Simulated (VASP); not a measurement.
Input of a VASP 6.6.1 run:

File INCAR:

```
SYSTEM = Ir
PREC     = Accurate       ! precision mode
ENCUT    = 520            ! plane-wave cutoff, eV
EDIFF    = 1E-6           ! SCF threshold, eV
ISMEAR   = 1              ! smearing method
SIGMA    = 0.1            ! smearing width, eV
LREAL    = .FALSE.        ! projectors in reciprocal space
LASPH    = .TRUE.         ! aspherical terms in the spheres
NELM     = 60             ! most SCF steps
ALGO     = Normal         ! electronic algorithm
ISIF     = 2              ! what is computed and relaxed
LWAVE    = .FALSE.        ! write WAVECAR
LCHARG   = .FALSE.        ! write CHGCAR
NBANDS   = 16             ! bands
```

The input KPOINTS:

```
Automatic mesh
0
G
  9 9 5
  0 0 0
```

File POSCAR:

```
Ir
1.0
    2.6740566032      0.0000000000      0.0000000000
   -1.3370283016      2.3158009495      0.0000000000
    0.0000000000      0.0000000000      4.3375258930
Ir
2
Direct
    0.3333333333      0.6666666667      0.2500000000
    0.6666666667      0.3333333333      0.7500000000
```

Potentials or basis: VASP PAW LDA potentials, release 64 (Ir).

The run is started by

```bash
$ cat potpaw_LDA.64/Ir/POTCAR > POTCAR
$ mpirun -np 1 vasp_std > vasp.out
```

(1) Predict the band gap on the k mesh.

(2) Predict the pressure.

## Answers

(1) zero (band 9 reaches 12.42 eV, above the bottom of band 10 at 9.04 eV).

(2) 18.0 GPa.

Caveat: spin-orbit coupling is left out, which moves the levels of the heavy elements.
